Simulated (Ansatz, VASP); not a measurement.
# One calculation of Sn, two programs

Contents of POSCAR:

```
Sn
1.0
   -2.8252914509      2.8273232942      1.5225381119
    2.8273232942     -2.8252914509      1.5225381119
    2.8231554614      2.8231554614     -1.5188136322
Sn
2
Direct
    0.0000251474      0.9999748526      0.0000000000
    0.7499748526      0.2500251474      0.5000000000
```

INCAR.step1

```
PREC     = Accurate       # precision mode
ENCUT    = 520            # plane-wave cutoff, eV
ISMEAR   = -1             # smearing method
SIGMA    = 0.1            # smearing width, eV
LREAL    = F              # projectors in reciprocal space
LASPH    = T              # aspherical terms in the spheres
NELM     = 80             # most SCF steps
NBANDS   = 21             # bands
GGA      = PE             # functional
ALGO     = Normal         # electronic algorithm
EDIFF    = 1E-4           # SCF threshold, eV
LWAVE    = T              # write WAVECAR
LCHARG   = F              # write CHGCAR
LUSENCCL = F
```

File INCAR.step2:

```
PREC     = Accurate       # precision mode
ENCUT    = 520            # plane-wave cutoff, eV
EDIFF    = 1E-6           # SCF threshold, eV
ISMEAR   = -1             # smearing method
SIGMA    = 0.1            # smearing width, eV
LREAL    = F              # projectors in reciprocal space
LASPH    = T              # aspherical terms in the spheres
NELM     = 80             # most SCF steps
ALGO     = Normal         # electronic algorithm
ISIF     = 2              # what is computed and relaxed
LWAVE    = F              # write WAVECAR
LCHARG   = T              # write CHGCAR
METAGGA  = R2SCAN         # meta-GGA
LMIXTAU  = T            
LELF     = T              # ELF
LVHAR    = T            
NBANDS   = 21             # bands
ISTART   = 1            
LUSENCCL = F
```

The input KPOINTS:

```
regular mesh
0
Gamma
  18 18 12
```

Input for Ansatz:

```yaml
crystal:
  lattice:
    - [-2.8252914509, 2.8273232942, 1.5225381119]
    - [2.8273232942, -2.8252914509, 1.5225381119]
    - [2.8231554614, 2.8231554614, -1.5188136322]
  atoms:
    - { symbol: Sn, position: [2.51474e-05, 0.9999748526, 0.0] }
    - { symbol: Sn, position: [0.7499748526, 0.2500251474, 0.5] }
hamiltonian:
  xc: r2scan
  pseudopotentials:
    kind: paw
    azcp:
      Sn: "pseudopotentials/Sn.paw.azcp"
basis:
  ecutwfc: 500
  fft_grid_basis: typed
kpoints:
  mp_grid: { grid: [18, 18, 12], shift: [0, 0, 0] }
magnetization:
  spin_polarized: false
scf:
  occupations: { method: fermi_dirac, width: 0.1 }
output:
  stress: true
```

Alike in both runs: task single point; functional r2SCAN; k mesh 18 × 18 × 12; occupations fermi-dirac, width 0.1 eV; no spin polarisation.

|  | VASP | Ansatz |
| --- | --- | --- |
| version | VASP 6.6.1 | Ansatz 0.2.0 |
| potentials or method | VASP PAW PBE potentials, release 64 (Sn_d), cutoff 520 eV | plane waves (500 eV) with PAW, scalar-relativistic |
| valence electrons in the cell | 28 | 28 |

VASP gave:

| Item | Value |
| --- | --- |
| pressure (GPa) | 9.3 |
| traceless stress, the component that is largest in VASP (GPa) | 0.36 |

Q: Which values does Ansatz return?

A: Pressure (GPa): 9.3; traceless stress, the component that is largest in VASP (GPa): 0.37.

VASP's potentials were made for PBE, not for r2SCAN.
